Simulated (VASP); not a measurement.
AlN: single point with HSE06

The system is AlN.

```
CELL_PARAMETERS angstrom
0.00000 2.20159 2.20159
2.20159 0.00000 2.20159
2.20159 2.20159 0.00000
ATOMIC_POSITIONS crystal
Al 0.00000 0.00000 0.00000
N 0.75000 0.75000 0.75000
```

```
Program             : VASP 6.6.1
Task                : single point
Functional          : HSE06
Potentials or basis : VASP PAW PBE potentials, release 64 (Al, N)
Cutoff              : 520 eV
k mesh              : 8 × 8 × 8
Occupations         : gaussian, width 0.02 eV
Spin                : no spin polarisation
```

```json
{
  "Pressure": "-5.4 GPa",
  "Band gap on the k mesh": "4.53 eV (least direct gap 5.32 eV)"
}
```

Levels at points of the mesh, in eV from the valence-band top:
| k point | band 2 | band 3 | band 4 | band 5 | band 6 | band 7 |
| --- | --- | --- | --- | --- | --- | --- |
| (0.00, 0.00, 0.00) | 0.00 | 0.00 | 0.00 | 5.32 | 13.99 | 13.99 |
| (0.50, 0.00, 0.00) | -6.24 | -0.53 | -0.53 | 8.64 | 11.46 | 12.59 |
| (0.50, 0.50, 0.00) | -5.26 | -1.93 | -1.93 | 4.53 | 9.92 | 15.75 |

Wall time 42 min on 1 thread of Intel Xeon 8259CL, on a shared host, peak memory 0.26 GiB.

Caveat: the cell stands under tension; the PAW data sets were made with another functional, which shifts forces and pressure a little. A k mesh can miss the band edges.
